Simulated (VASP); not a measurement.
# SrTiO3 (Pm-3m) in VASP: further runs

Runs on SrTiO3. Level: PBE. Tasks: single point, relaxation of cell and atoms.

All numbers are computed with VASP 6.6.1; they aren't measurements. Logs are shortened: lines on timing, memory, paths and dates and some standing lists are left out, and cuts for length are marked.

**1. The cell of the first run**

The structure is cubic, space group Pm-3m (No. 221). The conventional cell has a = 3.936 Å, b = 3.936 Å, c = 3.936 Å, α = 90.00°, β = 90.00°, γ = 90.00°. Sr (site symmetry m-3m) has 12 O at 2.78 Å and 8 Ti at 3.41 Å within 3.7 Å. Within 2.6 Å of Ti (site symmetry m-3m) lie 6 O at 1.97 Å. O (site symmetry 4/mmm) has 2 Ti at 1.97 Å within 2.6 Å.

**2. Single point, PBE**

File INCAR:

```
PREC = Accurate
ENCUT = 520
EDIFF = 1E-6
ISMEAR = 0
SIGMA = 0.02
LREAL = False
LASPH = True
NELM = 100
ALGO = Normal
ISIF = 2
LWAVE = False
LCHARG = False
GGA = PE
NBANDS = 28
```

File KPOINTS:

```
regular mesh
0
Gamma
  8 8 8
```

File POSCAR:

```
SrTiO3
1.0
    3.9364226103      0.0000000000      0.0000000000
    0.0000000000      3.9364226103      0.0000000000
    0.0000000000      0.0000000000      3.9364226103
Sr Ti O
1 1 3
Direct
    0.0000000000      0.0000000000      0.0000000000
    0.5000000000      0.5000000000      0.5000000000
    0.5000000000      0.0000000000      0.5000000000
    0.5000000000      0.5000000000      0.0000000000
    0.0000000000      0.5000000000      0.5000000000
```

Potentials or basis: VASP PAW PBE potentials, release 64 (Sr_sv, Ti_sv, O).

Started as:

```bash
$ cat potpaw_PBE.64/Sr_sv/POTCAR potpaw_PBE.64/Ti_sv/POTCAR potpaw_PBE.64/O/POTCAR > POTCAR
$ mpirun -np 1 vasp_std > vasp.out
```

OUTCAR:

```text
PREC = Accurate
   ENCUT = 520
   EDIFF = 1E-6
   ISMEAR = 0
   LREAL = False
   LASPH = True
   NELM = 100
   ISIF = 2
   GGA = PE

 ion  position               nearest neighbor table
   1  0.000  0.000  0.000-   3 2.78   4 2.78   5 2.78   3 2.78   5 2.78   4 2.78   5 2.78   5 2.78
                             3 2.78   4 2.78   3 2.78   4 2.78   2 3.41   2 3.41   2 3.41   2 3.41
   2  0.500  0.500  0.500-   3 1.97   4 1.97   5 1.97   4 1.97   3 1.97   5 1.97   1 3.41   1 3.41
                             1 3.41   1 3.41   1 3.41   1 3.41   1 3.41   1 3.41
   3  0.500  0.000  0.500-   2 1.97   2 1.97   1 2.78   1 2.78   1 2.78   1 2.78
   4  0.500  0.500  0.000-   2 1.97   2 1.97   1 2.78   1 2.78   1 2.78   1 2.78
   5  0.000  0.500  0.500-   2 1.97   2 1.97   1 2.78   1 2.78   1 2.78   1 2.78

  LATTYP: Found a simple cubic cell.
 ALAT       =     3.9364226103

  Lattice vectors:

 A1 = (   3.9364226103,   0.0000000000,   0.0000000000)
 A2 = (   0.0000000000,   3.9364226103,   0.0000000000)
 A3 = (   0.0000000000,   0.0000000000,   3.9364226103)

Analysis of symmetry for initial positions (statically):
=====================================================================
 Subroutine PRICEL returns:
 Original cell was already a primitive cell.

 Routine SETGRP: Setting up the symmetry group for a
 simple cubic supercell.

 Subroutine GETGRP returns: Found 48 space group operations
 (whereof 48 operations were pure point group operations)
 out of a pool of 48 trial point group operations.

The static configuration has the point symmetry O_h .

Analysis of symmetry for dynamics (positions and initial velocities):
=====================================================================
 Subroutine PRICEL returns:
 Original cell was already a primitive cell.

 Routine SETGRP: Setting up the symmetry group for a
 simple cubic supercell.

 Subroutine GETGRP returns: Found 48 space group operations
 (whereof 48 operations were pure point group operations)
 out of a pool of 48 trial point group operations.

The dynamic configuration has the point symmetry O_h .

 Subroutine INISYM returns: Found 48 space group operations
 (whereof 48 operations are pure point group operations),
 and found     1 'primitive' translations

----------------------------------------------------------------------------------------

                                     Primitive cell

  volume of cell :      60.9965

  direct lattice vectors                    reciprocal lattice vectors
     3.936422610  0.000000000  0.000000000     0.254037764  0.000000000  0.000000000
     0.000000000  3.936422610  0.000000000     0.000000000  0.254037764  0.000000000
     0.000000000  0.000000000  3.936422610     0.000000000  0.000000000  0.254037764

  length of vectors
     3.936422610  3.936422610  3.936422610     0.254037764  0.254037764  0.254037764

  position of ions in fractional coordinates (direct lattice)
     0.000000000  0.000000000  0.000000000
     0.500000000  0.500000000  0.500000000
     0.500000000  0.000000000  0.500000000
     0.500000000  0.500000000  0.000000000
     0.000000000  0.500000000  0.500000000

  ion indices of the primitive-cell ions
   primitive index   ion index
                 1           1
                 2           2
                 3           3
                 4           4
                 5           5

----------------------------------------------------------------------------------------

 KPOINTS: regular mesh

Automatic generation of k-mesh.
 Grid dimensions read from file:
 generate k-points for:    8    8    8

 Generating k-lattice:

  Cartesian coordinates                     Fractional coordinates (reciprocal lattice)
     0.031754721  0.000000000  0.000000000     0.125000000  0.000000000  0.000000000
     0.000000000  0.031754721  0.000000000     0.000000000  0.125000000  0.000000000
     0.000000000  0.000000000  0.031754721     0.000000000  0.000000000  0.125000000

  Length of vectors
     0.031754721  0.031754721  0.031754721

  Shift w.r.t. Gamma in fractional coordinates (k-lattice)
     0.000000000  0.000000000  0.000000000

 Subroutine IBZKPT returns following result:
 ===========================================

 Found     35 irreducible k-points:

 Following reciprocal coordinates:
            Coordinates               Weight
  0.000000  0.000000  0.000000      1.000000
  0.125000  0.000000  0.000000      6.000000
  0.250000  0.000000  0.000000      6.000000
  0.375000  0.000000  0.000000      6.000000
  0.500000  0.000000  0.000000      3.000000
  0.125000  0.125000  0.000000     12.000000
[... 16 lines left out ...]
  0.375000  0.375000  0.125000     24.000000
  0.500000  0.375000  0.125000     24.000000
 [... further k-points ...]
   k-points           NKPTS =     35   k-points in BZ     NKDIM =     35   number of bands    NBANDS=     28
   number of dos      NEDOS =    301   number of ions     NIONS =      5
   total plane-waves  NPLWV =  27000
   dimension x,y,z NGX =    30 NGY =   30 NGZ =   30
   dimension x,y,z NGXF=    60 NGYF=   60 NGZF=   60
   ions per type =               1   1   3
   NGX,Y,Z   is equivalent  to a cutoff of  12.67, 12.67, 12.67 a.u.
   NGXF,Y,Z  is equivalent  to a cutoff of  25.34, 25.34, 25.34 a.u.
 SYSTEM =  unknown system
   PREC   = accura    normal or accurate (medium, high low for compatibility)
   ISTART =      0    job   : 0-new  1-cont  2-samecut
   ICHARG =      2    charge: 1-file 2-atom 10-const
   ISPIN  =      1    spin polarized calculation?
   LNONCOLLINEAR =      F non collinear calculations
   LSORBIT =      F    spin-orbit coupling
   LASPH  =      T    aspherical Exc in radial PAW
   ENCUT  =  520.0 eV  38.22 Ry    6.18 a.u.   7.32  7.32  7.32*2*pi/ulx,y,z
   NELM   =    100;   NELMIN=  2; NELMDL= -5     # of ELM steps
   EDIFF  = 0.1E-05   stopping-criterion for ELM
   LREAL  =      F    real-space projection
   EDIFFG = 0.1E-04   stopping-criterion for IOM
   NSW    =      0    number of steps for IOM
   IBRION =     -1    ionic relax: 0-MD 1-quasi-New 2-CG
   NFREE  =      0    steps in history (QN), initial steepest desc. (CG)
   ISIF   =      2    stress and relaxation
   ISYM   =      2    0-nonsym 1-usesym 2-fastsym
   POTIM  = 0.5000    time-step for ionic-motion
   TEBEG  =    0.0;   TEEND  =   0.0 temperature during run
   PSTRESS=    0.0 pullay stress
   NELECT =      40.0000    total number of electrons
   NUPDOWN=      -1.0000    fix difference up-down
   EMIN   =  10.00;   EMAX   =-10.00  energy-range for DOS
   EFERMI =   0.00;   METHOD = LEGACY
   ISMEAR =     0;   SIGMA  =   0.02  broadening in eV -4-tet -1-fermi 0-gaus
   EFERMI_NEDOS =   21; number of points for ismear=-14 and -15
   IALGO  =     38    algorithm
   IMIX   =      4    mixing-type and parameters
     AMIX     =   0.40;   BMIX     =  1.00
     AMIX_MAG =   1.60;   BMIX_MAG =  1.00
  volume/ion in A,a.u.               =      12.20        82.32
  Fermi-wavevector in a.u.,A,eV,Ry     =   1.422306  2.687769 27.523974  2.022955
  Thomas-Fermi vector in A             =   2.543024
   LORBIT       =      0    0 simple, 1 ext, 2 COOP (PROOUT), +10 PAW based schemes
   GGA     = PE    functional components
   LHFCALC =     F    Hartree Fock is set to
   AEXX    =    0.0000 exact exchange contribution
   IVDW    =     0    specifies the selected vdW correction
   LEPSILON=     F    determine dielectric tensor
   LRPA    =     F    only Hartree local field effects (RPA)
 non-spin polarized calculation
 Gauss-broadening in eV      SIGMA  =   0.02
  energy-cutoff  :      520.00
  volume of cell :       61.00
 maximum number of plane-waves:      1671
 NGX is ok and might be reduce to    30
   NGX = 15   NGY = 15   NGZ = 15

 number of electron      39.9999990 magnetization

 Free energy of the ion-electron system (eV)
  ---------------------------------------------------
  ext. energy  EPLUGINS =         0.00000000
  ---------------------------------------------------
  free energy    TOTEN  =       -40.10326776 eV

  energy without entropy =      -40.10326776  energy(sigma->0) =      -40.10326776

 E-fermi :   4.1505     XC(G=0): -11.1445

 val. band max:        3.9699355789   @ k =   0.5000   0.5000   0.5000
 cond. band min:       5.7803510499   @ k =   0.0000   0.0000   0.0000
 fundamental gap:      1.8104154711
 Fermi energy:         4.1505089562

 k-point     1 :       0.0000    0.0000    0.0000
  band No.  band energies     occupation
      1     -52.5943      2.00000
      2     -28.8943      2.00000
      3     -28.8252      2.00000
      4     -28.8252      2.00000
      5     -28.8252      2.00000
      6     -13.3710      2.00000
[... 20 lines left out ...]
     27       9.3471      0.00000
     28       9.9711      0.00000

 k-point     2 :       0.1250    0.0000    0.0000
  band No.  band energies     occupation
      1     -52.5941      2.00000
      2     -28.9113      2.00000
      3     -28.8249      2.00000
      4     -28.8249      2.00000
      5     -28.8145      2.00000
      6     -13.3766      2.00000
[... 20 lines left out ...]
     27       9.6148      0.00000
     28      10.3393      0.00000

 k-point     3 :       0.2500    0.0000    0.0000
  band No.  band energies     occupation
      1     -52.5936      2.00000
      2     -28.9440      2.00000
      3     -28.8240      2.00000
      4     -28.8240      2.00000
      5     -28.7968      2.00000
      6     -13.4362      2.00000
[... 20 lines left out ...]
     27      10.2567      0.00000
     28      11.3493      0.00000

 k-point     4 :       0.3750    0.0000    0.0000
  band No.  band energies     occupation
      1     -52.5931      2.00000
      2     -28.9721      2.00000
      3     -28.8230      2.00000
      4     -28.8230      2.00000
      5     -28.7834      2.00000
      6     -13.5344      2.00000
[... 578 lines left out ...]
     27      11.9892      0.00000
     28      12.2488      0.00000

 k-point    23 :       0.3750    0.3750    0.1250
  band No.  band energies     occupation
      1     -52.5918      2.00000
      2     -28.9165      2.00000
      3     -28.8772      2.00000
      4     -28.8318      2.00000
      5     -28.8184      2.00000
      6     -12.9784      2.00000
[... 20 lines left out ...]
     27      12.0374      0.00000
     28      12.4835      0.00000

 k-point    24 :       0.5000    0.3750    0.1250
  band No.  band energies     occupation
      1     -52.5916      2.00000
      2     -28.9106      2.00000
      3     -28.8769      2.00000
      4     -28.8325      2.00000
      5     -28.8299      2.00000
      6     -12.8923      2.00000
[... 20 lines left out ...]
     27      12.0928      0.00000
     28      12.5840      0.00000

 [... further k-points ...]

------------------------ aborting loop because EDIFF is reached ----------------------------------------

  FORCE on cell =-STRESS in cart. coord.  units (eV):
  Direction    XX          YY          ZZ          XY          YZ          ZX
  --------------------------------------------------------------------------------------
  -------------------------------------------------------------------------------------
  Total        0.2524427      0.2524427      0.2524427     -0.0000000      0.0000000     -0.0000000
  in kB        6.6308362      6.6308362      6.6308362     -0.0000000      0.0000000     -0.0000000
  external PRESSURE =       6.6308362 kB  Pullay stress =       0.0000000 kB

 VOLUME and BASIS-vectors are now :
 -----------------------------------------------------------------------------
  energy-cutoff  :      520.00
  volume of cell :       61.00
      direct lattice vectors                 reciprocal lattice vectors
     3.936422610  0.000000000  0.000000000     0.254037764  0.000000000  0.000000000
     0.000000000  3.936422610  0.000000000     0.000000000  0.254037764  0.000000000
     0.000000000  0.000000000  3.936422610     0.000000000  0.000000000  0.254037764

 POSITION                                       TOTAL-FORCE (eV/Angst)
 -----------------------------------------------------------------------------------
      0.00000      0.00000      0.00000         0.000000      0.000000      0.000000
      1.96821      1.96821      1.96821         0.000000      0.000000      0.000000
      1.96821      0.00000      1.96821         0.000000      0.000000      0.000000
      1.96821      1.96821      0.00000         0.000000      0.000000      0.000000
      0.00000      1.96821      1.96821         0.000000      0.000000      0.000000
 -----------------------------------------------------------------------------------
    total drift:                                0.000000      0.000000     -0.000000

  FREE ENERGIE OF THE ION-ELECTRON SYSTEM (eV)
  ---------------------------------------------------
  free  energy   TOTEN  =       -40.1032677581 eV

  energy  without entropy=      -40.1032677581  energy(sigma->0) =      -40.10326776
```

It took 58 s on 1 thread of Intel Xeon 6975P-C (Granite Rapids), shared host; peak memory 0.2 GiB.

Results:

* Free energy: -40.1033 eV
* Pressure: 0.7 GPa
* Band gap on the k mesh: 1.81 eV (least direct gap 2.18 eV)

(Part 1 of 2 ends here.)
